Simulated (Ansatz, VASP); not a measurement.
Two plane-wave programs on NaFeN

```xyz
6
Lattice="2.9738 0.0000 0.0000 -1.4869 2.5754 0.0000 0.0000 0.0000 9.7327" Properties=species:S:1:pos:R:3 pbc="T T T"
Na    1.4869    0.8585    7.4048
Na    0.0000    1.7170    2.5384
Fe    0.0000    0.0000    5.0439
Fe    0.0000    0.0000    0.1775
N     0.0000    1.7170    5.5047
N     1.4869    0.8585    0.6384
```

Alike in both runs: task single point; functional r2SCAN; k mesh 12 × 12 × 4; no spin polarisation.

```csv
,VASP,Ansatz
version,VASP 6.6.1,Ansatz 0.2.0
potentials or method,"VASP PAW PBE potentials, release 64 (Na_pv, Fe, N)","plane waves, PAW"
plane-wave cutoff (eV),520,500
occupations,"gaussian, width 0.01 eV",fixed
valence electrons in the cell,40,60
```

|  | VASP | Ansatz | Ansatz less VASP |
| --- | --- | --- | --- |
| gap on the k mesh at the Fermi level (eV) | 0.53 | 0.55 | +0.017 |
| pressure (GPa) | 1.3 | 0.0 | -1.30 |
| traceless stress, the component that is largest in VASP (GPa) | -1.46 | 0.00 | +1.462 |
| rms of the force components (eV/Å) | 0.082 | 0.000 | -0.0816 |

VASP's potentials were made for PBE, not for r2SCAN. Atom by atom the forces differ by 0.082 eV/Å (rms over components). VASP's potentials hold 40 valence electrons a cell and Ansatz's 60, so a difference there can come from the potentials and not from the codes.
